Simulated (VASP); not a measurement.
Input of a VASP 6.6.1 run:

INCAR

```
SYSTEM = Al2O3
PREC = Accurate ; ENCUT = 520
EDIFF = 1E-6 ; ISMEAR = -1
SIGMA = 0.05 ; LREAL = .FALSE.
LASPH = .TRUE. ; NELM = 80
ALGO = Normal ; ISIF = 2
LWAVE = .FALSE. ; LCHARG = .TRUE.
LELF = .TRUE. ; LVHAR = .TRUE.
NBANDS = 20
```

KPOINTS

```
Automatic mesh
0
G
  10 10 4
  0 0 0
```

The input POSCAR:

```
Al2O3
1.0
    3.0174825440      0.0000000000      0.0000000000
   -1.5087412720      2.6132165386      0.0000000000
    0.0000000000      0.0000000000      7.5746360022
Al O
2 3
Direct
    0.0000000000      0.0000000000      0.7220490000
    0.0000000000      0.0000000000      0.2779510000
    0.0000000000      0.0000000000      0.5000000000
    0.6666666667      0.3333333333      0.8005460000
    0.3333333333      0.6666666667      0.1994540000
```

Potentials or basis: VASP PAW LDA potentials, release 64 (Al, O).

The run is started by

```sh
$ cat potpaw_LDA.64/Al/POTCAR potpaw_LDA.64/O/POTCAR > POTCAR
$ mpirun -np 1 vasp_std > vasp.out
```

Question: Predict the pressure.

Answer: -7.6 GPa.

Question: Estimate the band gap on the k mesh.

Answer: 2.19 eV, direct.

Question: Estimate the largest force.

Answer: 0.430 eV/Å.

Forces on the atoms (eV/Å):
```
Al   0.000  0.000 -0.113
Al   0.000  0.000  0.113
O    0.000  0.000  0.000
O    0.000  0.000 -0.430
O    0.000  0.000  0.430
```

A k mesh can miss the band edges.
